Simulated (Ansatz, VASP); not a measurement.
Ag: VASP beside Ansatz

```
CELL_PARAMETERS angstrom
2.91033 0.00000 0.00000
-1.45517 2.52042 0.00000
0.00000 0.00000 4.75785
ATOMIC_POSITIONS crystal
Ag 0.33333 0.66667 0.25000
Ag 0.66667 0.33333 0.75000
```

Change from the starting cell: volume scaled by 0.98, ions relaxed.

Alike in both runs: functional PBE; k mesh 18 × 18 × 10; occupations fermi-dirac, width 0.05 eV; no spin polarisation.

Ansatz relaxed the structure, and its values are those at the end. VASP's run is a single point on that final structure, the one shown.

```csv
,VASP,Ansatz
version,VASP 6.6.1,Ansatz 0.2.0
potentials or method,"VASP PAW PBE potentials, release 64 (Ag)","plane-wave PAW, scalar-relativistic"
plane-wave cutoff (eV),520,420
valence electrons in the cell,22,38
```

VASP gave:

```
pressure (GPa) : 2.3
```

What did Ansatz give for the same quantities?

Pressure (GPa): 2.4.

VASP's potentials hold 22 valence electrons a cell and Ansatz's 38, so a difference there can come from the potentials and not from the codes. Ansatz's warnings: stress scf threshold loose.
